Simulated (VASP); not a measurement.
Input of a VASP 6.6.1 run:

File INCAR:

```
PREC     = Accurate       # precision mode
ENCUT    = 520            # plane-wave cutoff, eV
EDIFF    = 1E-7           # SCF threshold, eV
ISMEAR   = -1             # smearing method
SIGMA    = 0.05           # smearing width, eV
LREAL    = F              # projectors in reciprocal space
LASPH    = T              # aspherical terms in the spheres
NELM     = 100            # most SCF steps
ALGO     = Normal         # electronic algorithm
ISIF     = 2              # what is computed and relaxed
LWAVE    = F              # write WAVECAR
LCHARG   = T              # write CHGCAR
GGA      = RE             # functional
LELF     = T              # ELF
LVHAR    = T            
NBANDS   = 18             # bands
```

File KPOINTS:

```
regular mesh
0
Gamma
  12 12 12
```

The input POSCAR:

```
Si2W
1.0
   -1.6193727080      1.6193727080      3.9454724047
    1.6193727080     -1.6193727080      3.9454724047
    1.6193727080      1.6193727080     -3.9454724047
W Si
1 2
Direct
    0.0000000000      0.0000000000      0.0000000000
    0.6655685957      0.6655685957      0.0000000000
    0.3344314043      0.3344314043      0.0000000000
```

Potentials or basis: VASP PAW PBE potentials, release 64 (W_sv, Si).

Launch:

```sh
$ cat potpaw_PBE.64/W_sv/POTCAR potpaw_PBE.64/Si/POTCAR > POTCAR
$ mpirun -np 1 vasp_std > vasp.out
```

(1) Predict the pressure.

(2) What does it give for the band gap on the k mesh?

Answers

(1) -0.2 GPa.

(2) zero (bands 11 and 12 overlap by 1.26 eV).

Caveat: the PAW data sets were made with another functional, which shifts forces and pressure a little; spin-orbit coupling is left out, which moves the levels of the heavy elements.
